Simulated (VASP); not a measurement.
A run of VASP 6.6.1 is set up as follows.

The input INCAR:

```
PREC = Accurate
ENCUT = 520
EDIFF = 1E-6
ISMEAR = -1
SIGMA = 0.05
LREAL = False
LASPH = True
NELM = 80
ALGO = Fast
ISIF = 2
LWAVE = False
LCHARG = False
GGA = PE
IVDW = 12
NBANDS = 13
```

KPOINTS

```
Automatic mesh
0
Gamma
  12 12 12
```

POSCAR

```
Mo
1.0
   -1.5679702844      1.5679702844      1.5679702844
    1.5679702844     -1.5679702844      1.5679702844
    1.5679702844      1.5679702844     -1.5679702844
Mo
1
Direct
    0.0000000000      0.0000000000      0.0000000000
```

Potentials or basis: VASP PAW PBE potentials, release 64 (Mo_sv).

Launch:

```console
$ cat potpaw_PBE.64/Mo_sv/POTCAR > POTCAR
$ mpirun -np 1 vasp_std > vasp.out
```

Predict the dispersion energy per atom.

-0.724 eV.

Estimate the band gap on the k mesh.

zero (band 7 reaches 16.87 eV, above the bottom of band 8 at 11.42 eV).

What does it give for the pressure?

-1.0 GPa.

Caveat: three body term missing; pairwise dispersion overbinds metals, which lowers pressure and volume.
